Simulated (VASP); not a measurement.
Set up this calculation in VASP 6.6.1, as the native input.

```
Task                   : single point
Functional             : PBE
Potentials or basis    : VASP PAW PBE potentials, release 64 (In_d, O)
Cutoff                 : 520 eV
k mesh                 : 6 × 6 × 6
Occupations            : gaussian, width 0.1 eV
Spin                   : no spin polarisation
Dipole correction      : no
Further INCAR settings : ALGO = Normal; EDIFF = 1e-06; NBANDS = 20
```

The structure of InO2 lies in POSCAR:

```
InO2
1.0
    3.6118092400      0.0000000000      0.0000000000
    0.0000000000      3.6118092400      0.0000000000
    0.0000000000      0.0000000000      3.7224409400
In O
1 2
Direct
    0.0000000000      0.0000000000      0.5000000000
    0.0000000000      0.5000000000      0.5000000000
    0.5000000000      0.0000000000      0.5000000000
```

These files were run (other wordings do the same):

INCAR

```
SYSTEM = InO2
  PREC = Accurate
  ENCUT = 520
  EDIFF = 1E-6
  ISMEAR = 0
  SIGMA = 0.1
  LREAL = .False.
  LASPH = .True.
  NELM = 100
  ALGO = Normal
  ISIF = 2
  LWAVE = .False.
  LCHARG = .False.
  GGA = PE
  NBANDS = 20
```

KPOINTS

```
regular mesh
0
Gamma
  6 6 6
  0 0 0
```

Potentials or basis: VASP PAW PBE potentials, release 64 (In_d, O).

The run is started by

```sh
$ cat potpaw_PBE.64/In_d/POTCAR potpaw_PBE.64/O/POTCAR > POTCAR
$ mpirun -np 1 vasp_std > vasp.out
```

It gave:

- Pressure: 48.0 GPa

Caveat: an odd number of electrons without spin polarisation forces a metal; a magnetic or distorted state may lie lower.

Run time: 18 s on 1 thread of Intel(R) Xeon(R) 6975P-C (Granite Rapids), on a shared host, peak memory 0.17 GiB.
